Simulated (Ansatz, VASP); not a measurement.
## Two plane-wave programs on W

```xyz
1
Lattice="0.0000 1.9917 1.9917 1.9917 0.0000 1.9917 1.9917 1.9917 0.0000" Properties=species:S:1:pos:R:3 pbc="T T T"
W     0.0000    0.0000    0.0000
```

Alike in both runs: task single point; functional PBE; k mesh 22 × 22 × 22; occupations fermi-dirac, width 0.1 eV; no spin polarisation.

|  | VASP | Ansatz |
| --- | --- | --- |
| version | VASP 6.6.1 | Ansatz 0.2.0 |
| potentials or method | VASP PAW PBE potentials, release 64 (W_sv), cutoff 520 eV | plane waves (420 eV) with PAW, scalar-relativistic |
| valence electrons in the cell | 14 | 14 |

```tsv
	VASP	Ansatz	Ansatz less VASP
pressure (GPa)	13.0	12.3	-0.68
```

Spin-orbit coupling is off throughout.
